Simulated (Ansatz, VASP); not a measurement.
# Al: VASP and Ansatz over several settings

```xyz
1
Lattice="0.0000 1.9835 1.9835 1.9835 0.0000 1.9835 1.9835 1.9835 0.0000" Properties=species:S:1:pos:R:3 pbc="T T T"
Al    0.0000    0.0000    0.0000
```

Single points on this cell with VASP 6.6.1 and Ansatz 0.2.0. Each row is one pair of runs. Alike in all rows: k mesh: 11 × 11 × 11; VASP's potentials, cutoff: VASP PAW PBE potentials, release 64 (Al), 520 eV.

| level | spin | smearing | Ansatz's potentials, cutoff | gap on the k mesh at the Fermi level (eV), VASP | gap on the k mesh at the Fermi level (eV), Ansatz | pressure (GPa), VASP | pressure (GPa), Ansatz |
| --- | --- | --- | --- | --- | --- | --- | --- |
| PBE exchange alone | off | fermi-dirac, width 0.05 eV | Ansatz PAW, 420 eV | none | none | 15.2 | 15.0 |
| RPBE+D4 | off | fermi-dirac, width 0.05 eV | Ansatz PAW, 420 eV | none | none | -0.2 | 0.0 |
| revPBE+D3(BJ) | collinear, typed start | fermi-dirac, width 0.025 eV | SSSP efficiency PAW, 408 eV | none | none | -1.1 | -1.0 |
| revPBE | off | fermi-dirac, width 0.05 eV | Ansatz PAW, 420 eV | none | none | 6.2 | 6.4 |
| BLYP+D3(BJ) | off | fermi-dirac, width 0.05 eV | Ansatz PAW, 420 eV | none | none | -0.4 | -0.5 |
| SVWN5 | off | fermi-dirac, width 0.05 eV | Ansatz PAW, 420 eV | none | none | 1.6 | 1.2 |
| BLYP | off | fermi-dirac, width 0.05 eV | Ansatz PAW, 420 eV | none | none | 8.5 | 8.3 |
| r2SCAN+D3(BJ) | off | fermi-dirac, width 0.05 eV | Ansatz PAW, 500 eV | none | none | 0.0 | 0.3 |

Pressure (GPa): the two programs differ by at most 0.49.

A gap of «none» marks a metal or a gap that the smearing closes.
